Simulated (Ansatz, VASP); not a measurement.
**TiO2: VASP beside Ansatz**

Contents of INCAR:

```
SYSTEM = TiO2
PREC = Accurate
ENCUT = 520
EDIFF = 1E-6
ISMEAR = -1
SIGMA = 0.05
LREAL = .FALSE.
LASPH = .TRUE.
NELM = 60
ALGO = Normal
ISIF = 2
LWAVE = .FALSE.
LCHARG = .FALSE.
GGA = RP
NBANDS = 33
```

KPOINTS

```
regular mesh
0
G
  10 10 10
  0 0 0
```

POSCAR

```
TiO2
1.0
   -1.8534748763      1.8534748763      4.6601849950
    1.8534748763     -1.8534748763      4.6601849950
    1.8534748763      1.8534748763     -4.6601849950
Ti O
2 4
Direct
    0.7500000000      0.2500000000      0.5000000000
    0.0000000000      0.0000000000      0.0000000000
    0.7919000000      0.7919000000      0.0000000000
    0.5419000000      0.0419000000      0.5000000000
    0.9581000000      0.4581000000      0.5000000000
    0.2081000000      0.2081000000      0.0000000000
```

The input input.yaml:

```yaml
crystal:
  lattice:
    - [-1.8534748763, 1.8534748763, 4.660184995]
    - [1.8534748763, -1.8534748763, 4.660184995]
    - [1.8534748763, 1.8534748763, -4.660184995]
  atoms:
    - { symbol: Ti, position: [0.75, 0.25, 0.5] }
    - { symbol: Ti, position: [0.0, 0.0, 0.0] }
    - { symbol: O, position: [0.7919, 0.7919, 0.0] }
    - { symbol: O, position: [0.5419, 0.0419, 0.5] }
    - { symbol: O, position: [0.9581, 0.4581, 0.5] }
    - { symbol: O, position: [0.2081, 0.2081, 0.0] }
hamiltonian:
  xc: rpbe
  pseudopotentials: { kind: paw }
kpoints:
  mp_grid: { grid: [10, 10, 10] }
scf:
  occupations: { method: fermi_dirac, width: 0.05 }
output:
  forces: true
  stress: true
  eigenvalues: true
```

Alike in both runs: task single point; functional RPBE; k mesh 10 × 10 × 10; occupations fermi-dirac, width 0.05 eV; no spin polarisation.

|  | VASP | Ansatz |
| --- | --- | --- |
| version | VASP 6.6.1 | Ansatz 0.2.0 |
| potentials or method | VASP PAW PBE potentials, release 64 (Ti_sv, O) | Ansatz PAW |
| plane-wave cutoff (eV) | 520 | 420 |
| valence electrons in the cell | 48 | 48 |

```tsv
	VASP	Ansatz	Ansatz less VASP
gap on the k mesh at the Fermi level (eV)	2.30	2.32	+0.026
least direct gap on the mesh (eV)	2.61	2.64	+0.022
pressure (GPa)	26.9	26.2	-0.72
traceless stress, the component that is largest in VASP (GPa)	1.69	1.57	-0.122
rms of the force components (eV/Å)	0.283	0.272	-0.0113
```

VASP's potentials were made for PBE, not for RPBE. Atom by atom the forces differ by 0.011 eV/Å (rms over components).
